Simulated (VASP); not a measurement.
A run of VASP 6.6.1:

Contents of INCAR:

```
SYSTEM = SnO
PREC = Accurate
ENCUT = 520
EDIFF = 1E-7
ISMEAR = 0
SIGMA = 0.01
LREAL = .False.
LASPH = .True.
NELM = 60
ALGO = Normal
ISIF = 2
LWAVE = .False.
LCHARG = .False.
GGA = PE
NBANDS = 28
```

The input KPOINTS:

```
Automatic mesh
0
Gamma
  10 10 8
  0 0 0
```

The input POSCAR:

```
SnO
1.0
    3.8682628244      0.0000000000      0.0000000000
    0.0000000000      3.8682628244      0.0000000000
    0.6079488232      0.0000000000      5.0662401931
Sn O
2 2
Direct
   -0.0310851465      0.5000000000      0.2279827662
    0.5310851465      0.0000000000      0.7720172338
    0.5038730984      0.5000000000      0.0005639214
   -0.0038730984      0.0000000000     -0.0005639214
```

Potentials or basis: VASP PAW PBE potentials, release 64 (Sn_d, O).

Launch:

```bash
$ cat potpaw_PBE.64/Sn_d/POTCAR potpaw_PBE.64/O/POTCAR > POTCAR
$ mpirun -np 1 vasp_std > vasp.out
```

Hardware: 1 thread of Oxide Virtual Turin-like Processor (shared host).

How long does it take, and how much memory?

Wall time 7.3 min on 1 thread of Oxide Virtual Turin-like Processor, with other jobs on the host, peak memory 0.47 GiB. Counts: scf iterations 15, k points 252.
